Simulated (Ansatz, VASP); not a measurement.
# WSe2 in VASP and in Ansatz

```
W Se
1.0
     3.31534    0.00000    0.00000
    -1.65767    2.87117    0.00000
     0.00000    0.00000    6.51920
W Se
1 2
Cartesian
  0.0000 0.0000 0.0000
  0.0000 1.9141 1.6765
  1.6577 0.9571 4.8427
```

Alike in both runs: task single point; functional r2SCAN; k mesh 6 × 6 × 4; occupations fermi-dirac, width 0.02 eV; no spin polarisation.

|  | VASP | Ansatz |
| --- | --- | --- |
| version | VASP 6.6.1 | Ansatz 0.2.0 |
| potentials or method | VASP PAW PBE potentials, release 64 (W_sv, Se) | plane waves, PAW |
| plane-wave cutoff (eV) | 520 | 500 |
| valence electrons in the cell | 26 | 46 |

```csv
,VASP,Ansatz,Ansatz less VASP
pressure (GPa),1.7,1.5,-0.27
"traceless stress, the component that is largest in VASP (GPa)",-0.36,-0.33,+0.025
rms of the force components (eV/Å),0.030,0.044,+0.0145
```

VASP's potentials were made for PBE, not for r2SCAN. Atom by atom the forces differ by 0.014 eV/Å (rms over components). The functional is the same, so the differences come from potentials, cutoffs and numerics. VASP's potentials hold 26 valence electrons a cell and Ansatz's 46, so a difference there can come from the potentials and not from the codes.

The k mesh is coarse, so the values compare programs but aren't converged. Spin-orbit coupling is off throughout.
